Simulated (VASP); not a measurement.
A run of VASP 6.6.1 is set up as follows.

INCAR

```
PREC = Accurate
ENCUT = 600
EDIFF = 1E-6
ISMEAR = 0
SIGMA = 0.1
LREAL = F
LASPH = T
NELM = 60
ALGO = Fast
ISIF = 3
LWAVE = F
LCHARG = F
GGA = PE
IBRION = 2
NSW = 90
EDIFFG = -0.04
```

KPOINTS

```
regular mesh
0
Gamma
  6 6 6
```

File POSCAR:

```
Ba2Cu
1.0
    5.1157225153      0.0000000000      0.0000000000
   -2.5578612577      4.4303456571      0.0000000000
    0.0000000000      0.0000000000      3.5982160762
Ba Cu
2 1
Direct
    0.3333333333      0.6666666667      0.5000000000
    0.6666666667      0.3333333333      0.5000000000
    0.0000000000      0.0000000000      0.0000000000
```

Potentials or basis: VASP PAW PBE potentials, release 64 (Ba_sv, Cu).

Command:

```bash
$ cat potpaw_PBE.64/Ba_sv/POTCAR potpaw_PBE.64/Cu/POTCAR > POTCAR
$ mpirun -np 1 vasp_std > vasp.out
```

Task: Estimate the relaxed volume.

Result: 35.65 Å³/atom.

Task: What does it give for the space group after relaxing (to 0.05 Å)?

Result: P6/mmm (No. 191).

Task: Predict the relaxed cell.

Result: a = 5.805 Å, b = 5.805 Å, c = 3.665 Å, α = 90.00°, β = 90.00°, γ = 120.00°.

The path:
```
step  energy change (eV)  largest force (eV/Å)  pressure (GPa)  volume (Å³)
   1              0.0000                0.0000           11.60        81.55
   2             -0.8716                0.0000           -0.05       106.69
   3             -0.8722                0.0000           -0.02       107.28
   4             -0.8729                0.0000            0.04       106.95
```

Caveat: the volume moved by over 15 % at a fixed basis, so the end points are rough.
